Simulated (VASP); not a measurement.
# Al6N5 (a cell with a defect) in VASP: further runs, part 2 of 2

VASP 6.6.1.

## Step 4: Single point, PBE

The input, INCAR:

```
SYSTEM = Al6N5
PREC = Accurate ; ENCUT = 520
EDIFF = 1E-7 ; ISMEAR = 0
SIGMA = 0.05 ; LREAL = .FALSE.
LASPH = .TRUE. ; NELM = 100
ALGO = Fast ; ISIF = 2
LWAVE = .FALSE. ; LCHARG = .FALSE.
GGA = PE ; NBANDS = 32
NELECT = 40.0
```

The input, KPOINTS:

```
Automatic mesh
0
G
  6 6 6
  0 0 0
```

The input, POSCAR:

```
Al6N5
1.0
    1.6567491603      2.8695737211     -4.1874629538
    1.6567491603     -2.8695737211     -4.1874629538
   -3.3134983206      0.0000000000     -4.1874629538
Al N
6 5
Direct
    0.7500000000      0.0833333333      0.4166666667
    0.4166666667      0.7500000000      0.0833333333
    0.0833333333      0.4166666667      0.7500000000
    0.9166666667      0.5833333333      0.2500000000
    0.5833333333      0.2500000000      0.9166666667
    0.2500000000      0.9166666667      0.5833333333
    0.5833333333      0.9166666667      0.2500000000
    0.2500000000      0.5833333333      0.9166666667
    0.7500000000      0.4166666667      0.0833333333
    0.4297808271      0.0739367437      0.7180926604
    0.0833333333      0.7500000000      0.4166666667
```

Potentials or basis: VASP PAW PBE potentials, release 64 (Al, N).

Started as:

```sh
$ cat potpaw_PBE.64/Al/POTCAR potpaw_PBE.64/N/POTCAR > POTCAR
$ mpirun -np 1 vasp_std > vasp.out
```

OUTCAR:

```text
SYSTEM = Al6N5
   PREC = Accurate
   ENCUT = 520
   EDIFF = 1E-7
   ISMEAR = 0
   LREAL = .FALSE.
   LASPH = .TRUE.
   NELM = 100
   ISIF = 2
   GGA = PE
   NELECT = 40.0

 ion  position               nearest neighbor table
   1  0.750  0.083  0.417-  10 1.79  11 1.91   9 1.91   7 2.09   6 2.84   6 2.84   5 2.84   5 2.84
                             4 2.84   4 2.84   2 3.31   3 3.31   3 3.31   2 3.31   2 3.31   3 3.31
   2  0.417  0.750  0.083-   9 1.91  11 1.91  10 1.98   8 2.09   7 2.09   5 2.84   5 2.84   6 2.84
                             6 2.84   4 2.84   4 2.84   1 3.31   3 3.31   3 3.31   1 3.31   1 3.31
   3  0.083  0.417  0.750-   9 1.91  11 1.91  10 1.98   8 2.09   4 2.84   4 2.84   6 2.84   5 2.84
                             6 2.84   5 2.84   2 3.31   1 3.31   1 3.31   2 3.31   2 3.31   1 3.31
   4  0.917  0.583  0.250-   8 1.91   7 1.91   9 2.09  11 2.09   3 2.84   3 2.84   2 2.84   1 2.84
                             1 2.84   2 2.84   6 3.31   5 3.31   6 3.31   5 3.31   5 3.31   6 3.31
   5  0.583  0.250  0.917-   7 1.91   8 1.91   9 2.09  10 2.22   2 2.84   2 2.84   1 2.84   1 2.84
                             3 2.84   3 2.84   6 3.31   4 3.31   4 3.31   6 3.31   6 3.31   4 3.31
   6  0.250  0.917  0.583-   7 1.91   8 1.91  10 1.98  11 2.09   1 2.84   1 2.84   2 2.84   2 2.84
                             3 2.84   3 2.84   5 3.31   4 3.31   4 3.31   5 3.31   5 3.31   4 3.31
   7  0.583  0.917  0.250-   5 1.91   6 1.91   4 1.91   2 2.09   1 2.09
   8  0.250  0.583  0.917-   4 1.91   5 1.91   6 1.91   3 2.09   2 2.09
   9  0.750  0.417  0.083-   3 1.91   2 1.91   1 1.91   4 2.09   5 2.09
  10  0.430  0.074  0.718-   1 1.79   6 1.98   2 1.98   3 1.98   5 2.22
  11  0.083  0.750  0.417-   3 1.91   1 1.91   2 1.91   4 2.09   6 2.09

  LATTYP: Found a trigonal (rhomboedric) cell.
 ALAT       =     5.3398611509
 COS(alpha) =     0.4224297173

  Lattice vectors:

 A1 = (   1.6567491603,   2.8695737211,  -4.1874629538)
 A2 = (   1.6567491603,  -2.8695737211,  -4.1874629538)
 A3 = (  -3.3134983206,   0.0000000000,  -4.1874629538)

Analysis of symmetry for initial positions (statically):
=====================================================================
 Subroutine PRICEL returns:
 Original cell was already a primitive cell.
[... 175 lines left out ...]
  volume of cell :      119.45
 maximum number of plane-waves:      3244
   NGX = 19   NGY = 19   NGZ = 19

 number of electron      40.0000000 magnetization

 Free energy of the ion-electron system (eV)
  ---------------------------------------------------
  ext. energy  EPLUGINS =         0.00000000
  ---------------------------------------------------
  free energy    TOTEN  =       -97.58425226 eV

  energy without entropy =      -97.57985750  energy(sigma->0) =      -97.58205488

 E-fermi :   6.5143     XC(G=0): -10.5084

 val. band max:        6.5062902571   @ k =   0.0000   0.0000   0.1667
 cond. band min:       6.5210978374   @ k =  -0.3333   0.1667   0.0000
 fundamental gap:      0.0148075803
 Fermi energy:         6.5142889574

 k-point     1 :       0.0000    0.0000    0.0000
  band No.  band energies     occupation
      1      -8.8919      2.00000
      2      -6.8493      2.00000
      3      -6.8070      2.00000
      4      -6.4094      2.00000
      5      -5.8833      2.00000
      6       1.0094      2.00000
[... 829 lines left out ...]
     31      15.8347      0.00000
     32      16.2130      0.00000

 [... further k-points ...]

------------------------ aborting loop because EDIFF is reached ----------------------------------------

  FORCE on cell =-STRESS in cart. coord.  units (eV):
  Direction    XX          YY          ZZ          XY          YZ          ZX
  --------------------------------------------------------------------------------------
  -------------------------------------------------------------------------------------
  Total      -29.2158729    -31.7331989    -33.4545398      1.7270187     -0.2565525     -0.1445276
  in kB     -391.8799786   -425.6455151   -448.7343016     23.1649434     -3.4412048     -1.9385858
  external PRESSURE =    -422.0865984 kB  Pullay stress =       0.0000000 kB

 VOLUME and BASIS-vectors are now :
 -----------------------------------------------------------------------------
  energy-cutoff  :      520.00
  volume of cell :      119.45
      direct lattice vectors                 reciprocal lattice vectors
     1.656749160  2.869573721 -4.187462954     0.100598612  0.174241908 -0.079602694
     1.656749160 -2.869573721 -4.187462954     0.100598612 -0.174241908 -0.079602694
    -3.313498321  0.000000000 -4.187462954    -0.201197225  0.000000000 -0.079602694

 POSITION                                       TOTAL-FORCE (eV/Angst)
 -----------------------------------------------------------------------------------
     -0.00000      1.91305     -5.23433         1.365475      0.755247      2.759869
      1.65675     -0.95652     -5.23433         0.439204     -0.110256      0.098782
     -1.65675     -0.95652     -5.23433         0.176056      0.415418     -2.690777
      1.65675      0.95652     -7.32806         1.948253     -1.161102     -0.017806
     -1.65675      0.95652     -7.32806        -1.864272     -1.055373     -0.015357
      0.00000     -1.91305     -7.32806         0.060002      2.330699      0.338319
      1.65675     -0.95652     -7.32806         0.490753      0.060439      0.938820
     -1.65675     -0.95652     -7.32806        -0.145993      0.283541      0.078403
      1.65675      0.95652     -5.23433         0.107125      0.931725      0.007620
     -1.54487      1.02112     -5.11629        -2.015808     -2.051363     -1.491441
     -0.00000     -1.91305     -5.23433        -0.560796     -0.398975     -0.006432
 -----------------------------------------------------------------------------------
    total drift:                                0.000218      0.000168      0.000032

  FREE ENERGIE OF THE ION-ELECTRON SYSTEM (eV)
  ---------------------------------------------------
  free  energy   TOTEN  =       -97.5842522568 eV

  energy  without entropy=      -97.5798574982  energy(sigma->0) =      -97.58205488
```

stdout:

```text
POSCAR found type information on POSCAR AlN
 POSCAR found :  2 types and      11 ions
 scaLAPACK will be used
 LDA part: xc-table for (Slater+PW92), standard interpolation
 POSCAR, INCAR and KPOINTS ok, starting setup
 FFT: planning ... GRIDC
 FFT: planning ... GRID_SOFT
 FFT: planning ... GRID
 WAVECAR not read
 entering main loop
 the old and the new charge density differ
 old charge density:    43.00000 new   40.00000
    0.182E+01
```

Wall time 10 min (1 thread of Oxide Virtual Turin-like, shared host); peak memory 0.42 GiB.

Results:

* Free energy: -97.5843 eV
* Largest force: 3.240 eV/Å

Forces on the atoms (eV/Å):
```
Al   1.365  0.755  2.760
Al   0.439 -0.110  0.099
Al   0.176  0.415 -2.691
Al   1.948 -1.161 -0.018
Al  -1.864 -1.055 -0.015
Al   0.060  2.331  0.338
N    0.491  0.060  0.939
N   -0.146  0.284  0.078
N    0.107  0.932  0.008
N   -2.016 -2.051 -1.491
N   -0.561 -0.399 -0.006
```

Caveat: the cell carries a net charge on a neutralising background, which shifts energy and pressure; the cell differs from its parent crystal (atoms taken out, atom 10 moved 0.000 of the way to it and +0.175 Å across, host rigid); the cell is charged against a uniform background, so pressure and absolute levels hang on convention.

## Step 5: Single point, PBE

The input, INCAR:

```
PREC     = Accurate       # precision mode
ENCUT    = 520            # plane-wave cutoff, eV
EDIFF    = 1E-6           # SCF threshold, eV
ISMEAR   = 0              # smearing method
SIGMA    = 0.05           # smearing width, eV
LREAL    = False          # projectors in reciprocal space
LASPH    = True           # aspherical terms in the spheres
NELM     = 60             # most SCF steps
ALGO     = Normal         # electronic algorithm
ISIF     = 2              # what is computed and relaxed
LWAVE    = False          # write WAVECAR
LCHARG   = False          # write CHGCAR
GGA      = PE             # functional
NBANDS   = 32             # bands
NELECT   = 40.0
```

The input, KPOINTS:

```
regular mesh
0
Gamma
  6 6 6
```

POSCAR, as its differences from that of step 4:

```diff
@@ -17,3 +17,3 @@
     0.7500000000      0.4166666667      0.0833333333
-    0.4297808271      0.0739367437      0.7180926604
+    0.5053949875      0.0853734874      0.6653519874
     0.0833333333      0.7500000000      0.4166666667
```

Potentials or basis: VASP PAW PBE potentials, release 64 (Al, N).

Started as:

```sh
$ cat potpaw_PBE.64/Al/POTCAR potpaw_PBE.64/N/POTCAR > POTCAR
$ mpirun -np 1 vasp_std > vasp.out
```

OUTCAR:

```text
PREC = Accurate
   ENCUT = 520
   EDIFF = 1E-6
   ISMEAR = 0
   LREAL = False
   LASPH = True
   NELM = 60
   ISIF = 2
   GGA = PE
   NELECT = 40.0

 ion  position               nearest neighbor table
   1  0.750  0.083  0.417-  10 1.42  11 1.91   9 1.91   7 2.09   6 2.84   6 2.84   5 2.84   5 2.84
                             4 2.84   4 2.84   2 3.31   3 3.31   3 3.31   2 3.31   2 3.31   3 3.31
   2  0.417  0.750  0.083-   9 1.91  11 1.91   7 2.09   8 2.09  10 2.20   5 2.84   5 2.84   6 2.84
                             6 2.84   4 2.84   4 2.84   1 3.31   3 3.31   3 3.31   1 3.31   1 3.31
   3  0.083  0.417  0.750-   9 1.91  11 1.91   8 2.09  10 2.20   4 2.84   4 2.84   6 2.84   5 2.84
                             6 2.84   5 2.84   2 3.31   1 3.31   1 3.31   2 3.31   2 3.31   1 3.31
   4  0.917  0.583  0.250-   8 1.91   7 1.91   9 2.09  11 2.09   3 2.84   3 2.84   2 2.84   1 2.84
                             1 2.84   2 2.84   6 3.31   5 3.31   6 3.31   5 3.31   5 3.31   6 3.31
   5  0.583  0.250  0.917-   7 1.91   8 1.91   9 2.09  10 2.13   2 2.84   2 2.84   1 2.84   1 2.84
                             3 2.84   3 2.84   6 3.31   4 3.31   4 3.31   6 3.31   6 3.31   4 3.31
   6  0.250  0.917  0.583-   7 1.91   8 1.91  11 2.09  10 2.18   1 2.84   1 2.84   2 2.84   2 2.84
                             3 2.84   3 2.84   5 3.31   4 3.31   4 3.31   5 3.31   5 3.31   4 3.31
   7  0.583  0.917  0.250-   5 1.91   6 1.91   4 1.91   2 2.09   1 2.09
   8  0.250  0.583  0.917-   4 1.91   5 1.91   6 1.91   3 2.09   2 2.09
   9  0.750  0.417  0.083-   3 1.91   2 1.91   1 1.91   4 2.09   5 2.09
  10  0.505  0.085  0.665-   1 1.42   5 2.13   6 2.18   2 2.20   3 2.20
  11  0.083  0.750  0.417-   3 1.91   1 1.91   2 1.91   4 2.09   6 2.09

  LATTYP: Found a trigonal (rhomboedric) cell.
 ALAT       =     5.3398611509
 COS(alpha) =     0.4224297173

  Lattice vectors:

 A1 = (   1.6567491603,   2.8695737211,  -4.1874629538)
 A2 = (   1.6567491603,  -2.8695737211,  -4.1874629538)
 A3 = (  -3.3134983206,   0.0000000000,  -4.1874629538)

Analysis of symmetry for initial positions (statically):
=====================================================================
 Subroutine PRICEL returns:
 Original cell was already a primitive cell.

[... 172 lines left out ...]
  energy-cutoff  :      520.00
  volume of cell :      119.45
 maximum number of plane-waves:      3244
   NGX = 19   NGY = 19   NGZ = 19

 number of electron      40.0000000 magnetization

 Free energy of the ion-electron system (eV)
  ---------------------------------------------------
  ext. energy  EPLUGINS =         0.00000000
  ---------------------------------------------------
  free energy    TOTEN  =       -93.61364058 eV

  energy without entropy =      -93.61172699  energy(sigma->0) =      -93.61268378

 E-fermi :   6.5143     XC(G=0): -10.4982

 val. band max:        6.5047099247   @ k =  -0.1667   0.1667   0.0000
 cond. band min:       6.5378047299   @ k =   0.3333  -0.0000   0.0000
 fundamental gap:      0.0330948052
 Fermi energy:         6.5143230034

 k-point     1 :       0.0000    0.0000    0.0000
  band No.  band energies     occupation
      1      -8.9038      2.00000
      2      -6.8850      2.00000
      3      -6.7742      2.00000
      4      -6.3940      2.00000
      5      -5.9730      2.00000
      6       0.9487      2.00000
[... 829 lines left out ...]
     31      15.4609      0.00000
     32      16.0972      0.00000

 [... further k-points ...]

------------------------ aborting loop because EDIFF is reached ----------------------------------------

  FORCE on cell =-STRESS in cart. coord.  units (eV):
  Direction    XX          YY          ZZ          XY          YZ          ZX
  --------------------------------------------------------------------------------------
  -------------------------------------------------------------------------------------
  Total      -10.0190686    -25.8340124    -35.2065669     13.2169029     -0.9006149      1.4269420
  in kB     -134.3883307   -346.5182175   -472.2346895    177.2817001    -12.0801776     19.1399384
  external PRESSURE =    -317.7137459 kB  Pullay stress =       0.0000000 kB

 VOLUME and BASIS-vectors are now :
 -----------------------------------------------------------------------------
  energy-cutoff  :      520.00
  volume of cell :      119.45
      direct lattice vectors                 reciprocal lattice vectors
     1.656749160  2.869573721 -4.187462954     0.100598612  0.174241908 -0.079602694
     1.656749160 -2.869573721 -4.187462954     0.100598612 -0.174241908 -0.079602694
    -3.313498321  0.000000000 -4.187462954    -0.201197225  0.000000000 -0.079602694

 POSITION                                       TOTAL-FORCE (eV/Angst)
 -----------------------------------------------------------------------------------
     -0.00000      1.91305     -5.23433        18.356746     10.598593      2.958809
      1.65675     -0.95652     -5.23433         0.847258      0.293261      0.032742
     -1.65675     -0.95652     -5.23433         0.735394      0.440573     -2.846915
      1.65675      0.95652     -7.32806         1.964188     -1.125274     -0.033134
     -1.65675      0.95652     -7.32806        -1.432539     -0.718326      0.024894
      0.00000     -1.91305     -7.32806         0.273574      2.485896      0.315057
      1.65675     -0.95652     -7.32806         0.208463     -0.161146      1.365043
     -1.65675     -0.95652     -7.32806         0.119503     -0.011125     -0.292083
      1.65675      0.95652     -5.23433         0.477194      1.270126      0.011156
     -1.22589      1.20528     -5.25996       -21.445646    -12.877055     -1.555697
     -0.00000     -1.91305     -5.23433        -0.104134     -0.195524      0.020127
 -----------------------------------------------------------------------------------
    total drift:                                0.000526      0.000194      0.000177

  FREE ENERGIE OF THE ION-ELECTRON SYSTEM (eV)
  ---------------------------------------------------
  free  energy   TOTEN  =       -93.6136405754 eV

  energy  without entropy=      -93.6117269918  energy(sigma->0) =      -93.61268378
```

Wall time 9 min (1 thread of Oxide Virtual Turin-like, shared host); peak memory 0.4 GiB.

What came out:

```
Free energy   : -93.6136 eV
Largest force : 25.063 eV/Å
```

Forces on the atoms (eV/Å):
```
Al   18.357  10.599   2.959
Al    0.847   0.293   0.033
Al    0.735   0.441  -2.847
Al    1.964  -1.125  -0.033
Al   -1.433  -0.718   0.025
Al    0.274   2.486   0.315
N     0.208  -0.161   1.365
N     0.120  -0.011  -0.292
N     0.477   1.270   0.011
N   -21.446 -12.877  -1.556
N    -0.104  -0.196   0.020
```

Levels at points of the mesh, in eV from the Fermi level:
```
           k point  band 16  band 17  band 18  band 19  band 20  band 21  band 22  band 23  band 24  band 25
(0.00, 0.00, 0.00)    -1.96    -1.43    -0.53    -0.39    -0.07     0.33     3.72     4.30     4.69     6.13
(0.50, 0.00, 0.00)    -1.91    -1.44    -1.15    -0.62    -0.13     0.15     3.12     3.76     4.97     5.88
(0.00, 0.50, 0.00)    -1.98    -1.22    -0.94    -0.31    -0.27     0.07     3.04     4.42     4.94     5.78
(0.00, 0.00, 0.50)    -1.86    -1.65    -1.12    -0.76    -0.21     0.28     3.13     4.20     5.23     5.70
(0.50, 0.50, 0.00)    -1.88    -1.49    -1.31    -0.51    -0.18     0.34     3.46     3.90     4.36     5.39
(0.50, 0.00, 0.50)    -2.15    -1.73    -1.51    -0.75    -0.29     0.21     3.33     4.02     5.01     5.51
(0.00, 0.50, 0.50)    -1.73    -1.58    -1.38    -0.80    -0.18     0.09     3.61     3.79     4.91     5.72
(0.50, 0.50, 0.50)    -1.75    -1.70    -1.53    -1.36    -1.18     0.99     3.34     3.77     4.01     6.38
```

Caveat: the cell carries a net charge on a neutralising background, which shifts energy and pressure; the cell differs from its parent crystal (atoms taken out, atom 10 moved 0.125 of the way to it and +0.350 Å across, host rigid); the cell is charged against a uniform background, so pressure and absolute levels hang on convention.
